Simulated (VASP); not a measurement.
# ScP4Rh3 (Pm) in VASP: single point with PBEsol

Aim: the single point of ScP4Rh3 with PBEsol.

Program: VASP 6.6.1. These are calculated values, not measurements. Logs are shortened: lines on timing, memory, paths and dates and some standing lists are left out, and cuts for length are marked.

### Step 1. The cell of the first run

It takes space group Pm (No. 6, monoclinic). The conventional cell has a = 5.544 Å, b = 3.521 Å, c = 6.003 Å, α = 90.00°, β = 91.52°, γ = 90.00°. Sc (site symmetry m) has 6 P at 2.48 to 2.65 Å and 4 Rh at 2.75 to 2.98 Å within 3.3 Å. Within 3.2 Å of P (site symmetry m) lie 5 Rh at 2.43 to 2.49 Å and 1 Sc at 2.56 Å and 2 P at 3.04 Å. Within 3.1 Å of P (site symmetry m) lie 5 Rh at 2.37 to 2.59 Å and 1 Sc at 2.48 Å and 2 P at 2.86 Å. P (site symmetry m) has 4 Rh at 2.35 to 2.50 Å and 2 Sc at 2.57 Å and 2 P at 3.04 Å within 3.1 Å. Within 3.1 Å of P (site symmetry m) lie 4 Rh at 2.37 to 2.42 Å and 2 Sc at 2.65 Å and 2 P at 2.86 Å. Rh (site symmetry m) has 6 P at 2.37 to 2.59 Å and 2 Sc at 2.75 to 2.90 Å and 2 Rh at 3.06 Å within 3.1 Å. Within 3.2 Å of Rh (site symmetry m) lie 6 P at 2.42 to 2.54 Å and 2 Rh at 2.80 to 2.85 Å and 2 Sc at 2.98 Å. Rh (site symmetry m) has 6 P at 2.35 to 2.48 Å and 4 Rh at 2.80 to 3.06 Å within 3.1 Å.

### Step 2. Single point, PBEsol

INCAR reads:

```
  PREC = Accurate
  ENCUT = 520
  EDIFF = 1E-6
  ISMEAR = -1
  SIGMA = 0.03
  LREAL = F
  LASPH = T
  NELM = 80
  ALGO = Normal
  ISIF = 2
  LWAVE = F
  LCHARG = F
  GGA = PS
  NBANDS = 48
```

KPOINTS reads:

```
Automatic mesh
0
Gamma
  4 6 4
```

POSCAR reads:

```
ScP4Rh3
1.0
    5.5436996535      0.0000000000     -0.0642143390
    0.0000000000      3.5208366363      0.0000000000
   -0.0900657364      0.0000000000      6.0026109949
Sc P Rh
1 4 3
Direct
    0.5081488258      0.5000000000      0.7013196736
    0.6981321883      0.5000000000      0.0943517977
    0.1901903429      0.5000000000      0.4030256797
    0.2840298236      0.0000000000      0.9307144242
    0.8320654626      0.0000000000      0.5702346111
   -0.0030726192      0.5000000000      0.7915556582
    0.4987599203      0.0000000000      0.3005748413
    0.9917460557      0.0000000000      0.2082233143
```

Potentials or basis: VASP PAW PBE potentials, release 64 (Sc_sv, P, Rh_pv).

On the command line:

```
cat potpaw_PBE.64/Sc_sv/POTCAR potpaw_PBE.64/P/POTCAR potpaw_PBE.64/Rh_pv/POTCAR > POTCAR
mpirun -np 1 vasp_std > vasp.out
```

OUTCAR:

```text
PREC = Accurate
   ENCUT = 520
   EDIFF = 1E-6
   ISMEAR = -1
   LREAL = F
   LASPH = T
   NELM = 80
   ISIF = 2
   GGA = PS

 ion  position               nearest neighbor table
   1  0.508  0.500  0.701-   3 2.48   2 2.56   4 2.57   4 2.57   5 2.65   5 2.65   6 2.75   6 2.90
                             7 2.98   7 2.98
   2  0.698  0.500  0.094-   7 2.43   7 2.43   8 2.48   8 2.48   6 2.49   1 2.56
   3  0.190  0.500  0.403-   8 2.37   8 2.37   1 2.48   7 2.54   7 2.54   6 2.59   5 2.86   5 2.86

   4  0.284  0.000  0.931-   8 2.35   7 2.49   6 2.50   6 2.50   1 2.57   1 2.57
   5  0.832  0.000  0.570-   8 2.37   6 2.37   6 2.37   7 2.42   1 2.65   1 2.65   3 2.86   3 2.86

   6  0.997  0.500  0.792-   5 2.37   5 2.37   2 2.49   4 2.50   4 2.50   3 2.59   1 2.75   1 2.90
                             8 3.06   8 3.06
   7  0.499  0.000  0.301-   5 2.42   2 2.43   2 2.43   4 2.49   3 2.54   3 2.54   8 2.80   8 2.85
                             1 2.98   1 2.98
   8  0.992  0.000  0.208-   4 2.35   3 2.37   3 2.37   5 2.37   2 2.48   2 2.48   7 2.80   7 2.85
                             6 3.06   6 3.06

  LATTYP: Found a simple monoclinic cell.
 ALAT       =     5.5440715480
 B/A-ratio  =     0.6350633475
 C/A-ratio  =     1.0828299378
 COS(beta)  =    -0.0265829515

  Lattice vectors:

 A1 = (   5.5436996535,   0.0000000000,  -0.0642143390)
 A2 = (   0.0000000000,   3.5208366363,   0.0000000000)
 A3 = (  -0.0900657364,   0.0000000000,   6.0026109949)

Analysis of symmetry for initial positions (statically):
=====================================================================
 Subroutine PRICEL returns:
 Original cell was already a primitive cell.

 Routine SETGRP: Setting up the symmetry group for a
 simple monoclinic supercell.

 Subroutine GETGRP returns: Found  2 space group operations
 (whereof  2 operations were pure point group operations)
 out of a pool of  4 trial point group operations.

The static configuration has the point symmetry C_1h.

Analysis of symmetry for dynamics (positions and initial velocities):
=====================================================================
 Subroutine PRICEL returns:
 Original cell was already a primitive cell.

 Routine SETGRP: Setting up the symmetry group for a
 simple monoclinic supercell.

 Subroutine GETGRP returns: Found  2 space group operations
 (whereof  2 operations were pure point group operations)
 out of a pool of  4 trial point group operations.

The dynamic configuration has the point symmetry C_1h.

 Subroutine INISYM returns: Found  2 space group operations
 (whereof  2 operations are pure point group operations),
 and found     1 'primitive' translations

----------------------------------------------------------------------------------------

                                     Primitive cell

  volume of cell :     117.1414

  direct lattice vectors                    reciprocal lattice vectors
     5.543699654  0.000000000 -0.064214339     0.180416309  0.000000000  0.002707043
     0.000000000  3.520836636  0.000000000     0.000000000  0.284023402  0.000000000
    -0.090065736  0.000000000  6.002610995     0.001930046  0.000000000  0.166623130

  length of vectors
     5.544071548  3.520836636  6.003286649     0.180436617  0.284023402  0.166634308

  position of ions in fractional coordinates (direct lattice)
     0.508148826  0.500000000  0.701319674
     0.698132188  0.500000000  0.094351798
     0.190190343  0.500000000  0.403025680
     0.284029824  0.000000000  0.930714424
     0.832065463  0.000000000  0.570234611
     0.996927381  0.500000000  0.791555658
     0.498759920  0.000000000  0.300574841
     0.991746056  0.000000000  0.208223314

  ion indices of the primitive-cell ions
   primitive index   ion index
                 1           1
                 2           2
                 3           3
                 4           4
                 5           5
                 6           6
                 7           7
                 8           8

----------------------------------------------------------------------------------------

 KPOINTS: Automatic mesh

Automatic generation of k-mesh.
 Grid dimensions read from file:
 generate k-points for:    4    6    4

 Generating k-lattice:

  Cartesian coordinates                     Fractional coordinates (reciprocal lattice)
     0.045104077  0.000000000  0.000676761     0.250000000  0.000000000  0.000000000
     0.000000000  0.047337234  0.000000000     0.000000000  0.166666667  0.000000000
     0.000482511  0.000000000  0.041655782    -0.000000000  0.000000000  0.250000000

  Length of vectors
     0.045109154  0.047337234  0.041658577

  Shift w.r.t. Gamma in fractional coordinates (k-lattice)
     0.000000000  0.000000000  0.000000000

 Subroutine IBZKPT returns following result:
 ===========================================

 Found     40 irreducible k-points:

 Following reciprocal coordinates:
            Coordinates               Weight
  0.000000  0.000000  0.000000      1.000000
  0.250000  0.000000  0.000000      2.000000
  0.500000  0.000000  0.000000      1.000000
  0.000000  0.166667  0.000000      2.000000
  0.250000  0.166667  0.000000      4.000000
  0.500000  0.166667  0.000000      2.000000
[... 16 lines left out ...]
  0.500000  0.333333  0.250000      4.000000
 -0.250000  0.333333  0.250000      4.000000
 [... further k-points ...]
   k-points           NKPTS =     40   k-points in BZ     NKDIM =     40   number of bands    NBANDS=     48
   number of dos      NEDOS =    301   number of ions     NIONS =      8
   total plane-waves  NPLWV =  56448
   dimension x,y,z NGX =    42 NGY =   28 NGZ =   48
   dimension x,y,z NGXF=    84 NGYF=   56 NGZF=   96
   ions per type =               1   4   3
   NGX,Y,Z   is equivalent  to a cutoff of  12.59, 13.22, 13.29 a.u.
   NGXF,Y,Z  is equivalent  to a cutoff of  25.19, 26.44, 26.58 a.u.
 SYSTEM =  unknown system
   PREC   = accura    normal or accurate (medium, high low for compatibility)
   ISTART =      0    job   : 0-new  1-cont  2-samecut
   ICHARG =      2    charge: 1-file 2-atom 10-const
   ISPIN  =      1    spin polarized calculation?
   LNONCOLLINEAR =      F non collinear calculations
   LSORBIT =      F    spin-orbit coupling
   LASPH  =      T    aspherical Exc in radial PAW
   ENCUT  =  520.0 eV  38.22 Ry    6.18 a.u.  10.31  6.55 11.16*2*pi/ulx,y,z
   NELM   =     80;   NELMIN=  2; NELMDL= -5     # of ELM steps
   EDIFF  = 0.1E-05   stopping-criterion for ELM
   LREAL  =      F    real-space projection
   EDIFFG = 0.1E-04   stopping-criterion for IOM
   NSW    =      0    number of steps for IOM
   IBRION =     -1    ionic relax: 0-MD 1-quasi-New 2-CG
   NFREE  =      0    steps in history (QN), initial steepest desc. (CG)
   ISIF   =      2    stress and relaxation
   ISYM   =      2    0-nonsym 1-usesym 2-fastsym
   POTIM  = 0.5000    time-step for ionic-motion
   TEBEG  =    0.0;   TEEND  =   0.0 temperature during run
   PSTRESS=    0.0 pullay stress
   NELECT =      76.0000    total number of electrons
   NUPDOWN=      -1.0000    fix difference up-down
   EMIN   =  10.00;   EMAX   =-10.00  energy-range for DOS
   EFERMI =   0.00;   METHOD = LEGACY
   ISMEAR =    -1;   SIGMA  =   0.03  broadening in eV -4-tet -1-fermi 0-gaus
   EFERMI_NEDOS =   21; number of points for ismear=-14 and -15
   IALGO  =     38    algorithm
   IMIX   =      4    mixing-type and parameters
     AMIX     =   0.40;   BMIX     =  1.00
     AMIX_MAG =   1.60;   BMIX_MAG =  1.00
  volume/ion in A,a.u.               =      14.64        98.81
  Fermi-wavevector in a.u.,A,eV,Ry     =   1.417237  2.678190 27.328143  2.008562
  Thomas-Fermi vector in A             =   2.538488
   LORBIT       =      0    0 simple, 1 ext, 2 COOP (PROOUT), +10 PAW based schemes
   GGA     = PS    functional components
   LHFCALC =     F    Hartree Fock is set to
   AEXX    =    0.0000 exact exchange contribution
   IVDW    =     0    specifies the selected vdW correction
   LEPSILON=     F    determine dielectric tensor
   LRPA    =     F    only Hartree local field effects (RPA)
 non-spin polarized calculation
  energy-cutoff  :      520.00
  volume of cell :      117.14
 maximum number of plane-waves:      3178
 NGX is ok and might be reduce to    42
   NGX = 21   NGY = 13   NGZ = 23

 number of electron      75.9999985 magnetization

 Free energy of the ion-electron system (eV)
  ---------------------------------------------------
  ext. energy  EPLUGINS =         0.00000000
  ---------------------------------------------------
  free energy    TOTEN  =       -60.35252401 eV

  energy without entropy =      -60.33930906  energy(sigma->0) =      -60.34591654

 E-fermi :   9.8744     XC(G=0): -12.3229

 val. band max:        9.8659726177   @ k =  -0.0000   0.3333   0.2500
 cond. band min:       9.8887254272   @ k =   0.5000   0.3333   0.2500
 fundamental gap:      0.0227528095
 Fermi energy:         9.8744487983

 k-point     1 :       0.0000    0.0000    0.0000
  band No.  band energies     occupation
      1     -38.7194      2.00000
      2     -37.4066      2.00000
      3     -37.2966      2.00000
      4     -37.1929      2.00000
      5     -37.1916      2.00000
      6     -37.1638      2.00000
[... 40 lines left out ...]
     47      13.8413      0.00000
     48      14.5201      0.00000

 k-point     2 :       0.2500    0.0000    0.0000
  band No.  band energies     occupation
      1     -38.7212      2.00000
      2     -37.3932      2.00000
      3     -37.2943      2.00000
      4     -37.1927      2.00000
      5     -37.1905      2.00000
      6     -37.1637      2.00000
[... 40 lines left out ...]
     47      13.3579      0.00000
     48      14.1699      0.00000

 k-point     3 :       0.5000    0.0000    0.0000
  band No.  band energies     occupation
      1     -38.7231      2.00000
      2     -37.3794      2.00000
      3     -37.2911      2.00000
      4     -37.1926      2.00000
      5     -37.1894      2.00000
      6     -37.1636      2.00000
[... 1060 lines left out ...]
     47      13.7669      0.00000
     48      14.5436      0.00000

 k-point    24 :      -0.2500    0.3333    0.2500
  band No.  band energies     occupation
      1     -38.7139      2.00000
      2     -37.3911      2.00000
      3     -37.2905      2.00000
      4     -37.2152      2.00000
      5     -37.1891      2.00000
      6     -37.1785      2.00000
[... 40 lines left out ...]
     47      13.5437      0.00000
     48      14.2494      0.00000

 [... further k-points ...]

------------------------ aborting loop because EDIFF is reached ----------------------------------------

  FORCE on cell =-STRESS in cart. coord.  units (eV):
  Direction    XX          YY          ZZ          XY          YZ          ZX
  --------------------------------------------------------------------------------------
  -------------------------------------------------------------------------------------
  Total        0.1064918      0.0801266      0.0821493      0.0000000      0.0000000      0.0105864
  in kB        1.4565196      1.0959156      1.1235808      0.0000000      0.0000000      0.1447930
  external PRESSURE =       1.2253387 kB  Pullay stress =       0.0000000 kB

 VOLUME and BASIS-vectors are now :
 -----------------------------------------------------------------------------
  energy-cutoff  :      520.00
  volume of cell :      117.14
      direct lattice vectors                 reciprocal lattice vectors
     5.543699654  0.000000000 -0.064214339     0.180416309  0.000000000  0.002707043
     0.000000000  3.520836636  0.000000000     0.000000000  0.284023402  0.000000000
    -0.090065736  0.000000000  6.002610995     0.001930046  0.000000000  0.166623130

 POSITION                                       TOTAL-FORCE (eV/Angst)
 -----------------------------------------------------------------------------------
      2.75386      1.76042      4.17712         0.004877      0.000000     -0.006833
      3.86174      1.76042      0.52153         0.008452      0.000000      0.015223
      1.01806      1.76042      2.40699        -0.018025      0.000000     -0.014883
      1.49075      0.00000      5.56848        -0.016303      0.000000      0.014792
      4.56136      0.00000      3.36947         0.010685      0.000000     -0.005396
      5.45537      1.76042      4.68738         0.009565      0.000000      0.006107
      2.73790      0.00000      1.77221         0.001196      0.000000     -0.007047
      5.47919      0.00000      1.18620        -0.000449      0.000000     -0.001964
 -----------------------------------------------------------------------------------
    total drift:                               -0.000373     -0.000000     -0.000400

  FREE ENERGIE OF THE ION-ELECTRON SYSTEM (eV)
  ---------------------------------------------------
  free  energy   TOTEN  =       -60.3525240148 eV

  energy  without entropy=      -60.3393090619  energy(sigma->0) =      -60.34591654
```

Wall time 3.6 min (1 thread of Intel Xeon Platinum 8375C at 2.90GHz (Ice Lake), shared host); peak memory 0.34 GiB.

Results:

```
Free energy            : -60.3525 eV
Pressure               : 0.1 GPa
Largest force          : 0.023 eV/Å
Band gap on the k mesh : zero (band 38 reaches 10.56 eV, above the bottom of band 39 at 9.56 eV)
```

Forces in eV/Å, atoms in the order of the input:
```
Sc   0.005  0.000 -0.007
P    0.008  0.000  0.015
P   -0.018  0.000 -0.015
P   -0.016  0.000  0.015
P    0.011  0.000 -0.005
Rh   0.010  0.000  0.006
Rh   0.001  0.000 -0.007
Rh   0.000  0.000 -0.002
```

Caveat: the PAW data sets were made with another functional, which shifts forces and pressure a little.
